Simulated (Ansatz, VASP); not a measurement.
**PtSe2 in VASP and in Ansatz**

```
Pt Se
1.0
     3.72400    0.00000    0.00000
    -1.86200    3.22508    0.00000
     0.00000    0.00000    5.06200
Pt Se
1 2
Direct
  0.00000 0.00000 0.00000
  0.33333 0.66667 0.25000
  0.66667 0.33333 0.75000
```

Alike in both runs: task single point; functional PBEsol; dispersion D3(BJ); k mesh 12 × 12 × 10; occupations gaussian, width 0.15 eV; no spin polarisation.

```csv
,VASP,Ansatz
version,VASP 6.6.1,Ansatz 0.2.0
potentials or method,"VASP PAW PBE potentials, release 64 (Pt, Se), cutoff 520 eV","scalar-relativistic, plane waves, PAW"
valence electrons in the cell,22,50
```

```tsv
	VASP	Ansatz	Ansatz less VASP
gap on the k mesh at the Fermi level (eV)	none	none	-
pressure (GPa)	-1.3	-1.4	-0.09
traceless stress, the component that is largest in VASP (GPa)	-1.10	-1.07	+0.033
rms of the force components (eV/Å)	0.157	0.150	-0.0074
```

VASP's potentials were made for PBE, not for PBEsol. Atom by atom the forces differ by 0.007 eV/Å (rms over components). A gap of «none» marks a metal or a gap that the smearing closes. VASP's potentials hold 22 valence electrons a cell and Ansatz's 50, so a difference there can come from the potentials and not from the codes.

Spin-orbit coupling is off throughout.
